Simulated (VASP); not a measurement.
Write the native input for VASP 6.6.1 that does the following.

| Item | Value |
| --- | --- |
| Task | single point |
| Functional | PBEsol |
| Potentials or basis | VASP PAW PBE potentials, release 64 (In_d, P) |
| Cutoff | 520 eV |
| k mesh | 2 × 2 × 2, shifted |
| Occupations | gaussian, width 0.1 eV |
| Spin | no spin polarisation |
| Dipole correction | no |
| Further INCAR settings | LREAL = Auto; ALGO = Normal; EDIFF = 1e-06; NBANDS = 86; ISYM = 0 |

The structure of InP lies in POSCAR:

```
InP
1.0
    0.0000000000      5.7100000000     -5.7100000000
   -5.7100000000      0.0000000000     -5.7100000000
   -5.7100000000      5.7100000000      0.0000000000
In P
8 8
Direct
    0.5000000000      0.5000000000      0.0000000000
    0.0000000000      0.5000000000      0.0000000000
    0.5000000000      0.0000000000      0.0000000000
    0.0000000000      0.0000000000      0.0000000000
    0.5000000000      0.5000000000      0.5000000000
    0.0000000000      0.5000000000      0.5000000000
    0.5000000000      0.0000000000      0.5000000000
    0.0000000000      0.0000000000      0.5000000000
    0.7500000000      0.7500000000      0.2500000000
    0.2500000000      0.7500000000      0.2500000000
    0.7500000000      0.2500000000      0.2500000000
    0.2500000000      0.2500000000      0.2500000000
    0.7500000000      0.7500000000      0.7500000000
    0.2500000000      0.7500000000      0.7500000000
    0.7500000000      0.2500000000      0.7500000000
    0.2500000000      0.2500000000      0.7500000000
```

These files were run (other wordings do the same):

INCAR

```
SYSTEM = InP
  PREC = Accurate
  ENCUT = 520
  EDIFF = 1E-6
  ISMEAR = 0
  SIGMA = 0.1
  LREAL = Auto
  LASPH = .TRUE.
  NELM = 80
  ALGO = Normal
  ISIF = 2
  LWAVE = .FALSE.
  LCHARG = .FALSE.
  GGA = PS
  NBANDS = 86
  ISYM = 0
```

KPOINTS

```
Automatic mesh
0
Gamma
  2 2 2
  0.5 0.5 0.5
```

Potentials or basis: VASP PAW PBE potentials, release 64 (In_d, P).

The run is started by

```console
$ cat potpaw_PBE.64/In_d/POTCAR potpaw_PBE.64/P/POTCAR > POTCAR
$ mpirun -np 1 vasp_std > vasp.out
```

It gave:

```json
{
 "Pressure": "-8.4 GPa",
 "Band gap on the k mesh": "zero (bands 72 and 73 overlap by 0.28 eV)"
}
```

Caveat: the k points lie up to 0.48 Å⁻¹ apart; semilocal functionals underestimate gaps, so a narrow gap can read as zero; the PAW data sets were made with another functional, which shifts forces and pressure a little; spin-orbit coupling is left out, which moves the levels of the heavy elements.

Run time: 19 min on 1 thread of AMD EPYC 7R43 64-Core Processor (Zen 3), on a shared host, peak memory 0.6 GiB.
